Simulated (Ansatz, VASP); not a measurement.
**KCl: VASP beside Ansatz**

Contents of POSCAR:

```
KCl
1.0
    0.0000000000      3.0907557452      3.1606229363
    3.0907557452      0.0000000000      3.1606229363
    3.0907557452      3.0907557452      0.0000000000
K Cl
1 1
Direct
    0.0000000000      0.0000000000      0.0000000000
    0.5000000000      0.5000000000      0.5000000000
```

File INCAR.step1:

```
PREC     = Accurate       # precision mode
ENCUT    = 520            # plane-wave cutoff, eV
ISMEAR   = 0              # smearing method
SIGMA    = 0.01           # smearing width, eV
LREAL    = F              # projectors in reciprocal space
LASPH    = T              # aspherical terms in the spheres
NELM     = 80             # most SCF steps
NBANDS   = 15             # bands
GGA      = PE             # functional
ALGO     = Normal         # electronic algorithm
EDIFF    = 1E-4           # SCF threshold, eV
LWAVE    = T              # write WAVECAR
LCHARG   = F              # write CHGCAR
```

Contents of INCAR.step2:

```
PREC     = Accurate       # precision mode
ENCUT    = 520            # plane-wave cutoff, eV
EDIFF    = 1E-6           # SCF threshold, eV
ISMEAR   = 0              # smearing method
SIGMA    = 0.01           # smearing width, eV
LREAL    = F              # projectors in reciprocal space
LASPH    = T              # aspherical terms in the spheres
NELM     = 80             # most SCF steps
ALGO     = Normal         # electronic algorithm
ISIF     = 2              # what is computed and relaxed
LWAVE    = F              # write WAVECAR
LCHARG   = T              # write CHGCAR
METAGGA  = R2SCAN         # meta-GGA
LMIXTAU  = T            
LELF     = T              # ELF
LVHAR    = T            
NBANDS   = 15             # bands
ISTART   = 1
```

File KPOINTS:

```
regular mesh
0
Gamma
  8 8 8
```

Input for Ansatz:

```yaml
crystal:
  lattice:
    - [0.0, 3.0907557452, 3.1606229363]
    - [3.0907557452, 0.0, 3.1606229363]
    - [3.0907557452, 3.0907557452, 0.0]
  atoms:
    - { symbol: K, position: [0.0, 0.0, 0.0] }
    - { symbol: Cl, position: [0.5, 0.5, 0.5] }
kpoints:
  mp_grid: { grid: [8, 8, 8] }
  band_path:
    path:
      - [0.0, 0.0, 0.0]
      - [0.5, 0.0, 0.5]
      - [0.625, 0.25, 0.625]
      - [0.375, 0.375, 0.75]
      - [0.5, 0.5, 0.5]
      - [0.5, 0.25, 0.75]
    npoints: 1
hamiltonian:
  xc: r2scan
scf:
  occupations: { method: fixed }
  n_extra_bands: 4
output:
  forces: true
  stress: true
  eigenvalues: true
```

Change from the starting cell: epitaxial_xy strain -1.7%.

Alike in both runs: task single point; functional r2SCAN; k mesh 8 × 8 × 8; no spin polarisation.

|  | VASP | Ansatz |
| --- | --- | --- |
| version | VASP 6.6.1 | Ansatz 0.2.0 |
| potentials or method | VASP PAW PBE potentials, release 64 (K_sv, Cl) | plane waves, PAW |
| plane-wave cutoff (eV) | 520 | 500 |
| occupations | gaussian, width 0.01 eV | fixed |
| valence electrons in the cell | 16 | 16 |

```csv
,VASP,Ansatz,Ansatz less VASP
gap on the k mesh at the Fermi level (eV),5.93,5.93,-0.003
pressure (GPa),0.7,0.7,+0.01
"traceless stress, the component that is largest in VASP (GPa)",-0.69,-0.68,+0.009
```

VASP's potentials were made for PBE, not for r2SCAN.
